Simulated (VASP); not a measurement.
The system is Si2W.

```
W Si
1.0
     4.61685    0.00000    0.00000
    -2.30843    3.99831    0.00000
     0.00000    0.00000    6.65322
W Si
3 6
Direct
  0.50000 0.00000 0.50000
  0.50000 0.50000 0.83333
  0.00000 0.50000 0.16667
  0.32725 0.16363 0.16667
  0.83637 0.16363 0.83333
  0.16363 0.32725 0.50000
  0.67275 0.83637 0.16667
  0.16363 0.83637 0.83333
  0.83637 0.67275 0.50000
```

```yaml
Program: VASP 6.6.1
Task: relaxation of cell and atoms
Functional: LDA
Potentials_or_basis: VASP PAW LDA potentials, release 64 (W_sv, Si)
Cutoff: 600 eV
k_mesh: 7 × 7 × 4
Occupations: fermi-dirac, width 0.05 eV
Spin: no spin polarisation
```

At the start: pressure -8.5 GPa; volume 13.65 Å³/atom.

Where does the relaxation end?

Over 8 steps the energy falls by 14.2 meV/atom and the volume is 13.13 Å³/atom (-3.8 %); space group P6_222 (No. 180, to 0.05 Å).

The path:
```tsv
step	energy change (eV)	largest force (eV/Å)	pressure (GPa)	volume (Å³)
1	0.0000	0.0491	-8.53	122.82
2	0.3181	0.0728	19.32	110.35
3	-0.1274	0.0115	-0.20	118.29
4	-0.1275	0.0108	-0.02	118.20
5	-0.1274	0.0100	0.17	118.11
6	-0.1276	0.0059	-0.25	118.32
7	-0.1276	0.0075	-0.10	118.24
8	-0.1277	0.0015	0.04	118.17
```

Final structure:
```
W Si
1.0
     4.55658    0.00000    0.00000
    -2.27829    3.94612    0.00000
     0.00000    0.00000    6.57218
W Si
3 6
Cartesian
  0.0000 3.9461 3.2861
  1.1391 1.9731 5.4768
  3.4174 1.9731 1.0954
  1.1196 0.6464 1.0954
  3.4370 0.6464 5.4768
  0.0000 1.2928 3.2861
  1.1587 3.2997 1.0954
  -1.1587 3.2997 5.4768
  2.2783 2.6533 3.2861
```
